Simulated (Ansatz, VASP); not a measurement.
CdInC4N4 in VASP and in Ansatz

```
Cd In C N
1.0
     6.38102    0.00000    0.00000
     0.00000    6.38102    0.00000
     0.00000    0.00000    6.38102
Cd In C N
1 1 4 4
Direct
  0.50000 0.50000 0.50000
  0.00000 0.00000 0.00000
  0.19608 0.19608 0.19608
  0.19608 0.80392 0.80392
  0.80392 0.19608 0.80392
  0.80392 0.80392 0.19608
  0.30210 0.30210 0.30210
  0.30210 0.69790 0.69790
  0.69790 0.30210 0.69790
  0.69790 0.69790 0.30210
```

Alike in both runs: functional PBE; k mesh 4 × 4 × 4; occupations gaussian, width 0.1 eV; no spin polarisation.

Ansatz relaxed the structure, and its values are those at the end. VASP's run is a single point on that final structure, the one shown.

|  | VASP | Ansatz |
| --- | --- | --- |
| version | VASP 6.6.1 | Ansatz 0.2.0 |
| potentials or method | VASP PAW PBE potentials, release 64 (Cd, In_d, C, N), cutoff 520 eV | scalar-relativistic, plane waves, PAW |
| valence electrons in the cell | 61 | 69 |

```tsv
	VASP	Ansatz	Ansatz less VASP
gap on the k mesh at the Fermi level (eV)	none	none	-
pressure (GPa)	0.5	0.1	-0.39
rms of the force components (eV/Å)	0.176	0.003	-0.1728
```

A gap of «none» marks a metal or a gap that the smearing closes. One of these differences is far larger than is usual between the two programs; its cause wasn't traced. With one functional, cell and mesh, what is left measures potentials, basis and numerics. VASP's potentials hold 61 valence electrons a cell and Ansatz's 69, so a difference there can come from the potentials and not from the codes.

Noted on VASP's run: the standard files for N, O and F lose accuracy on very short bonds.
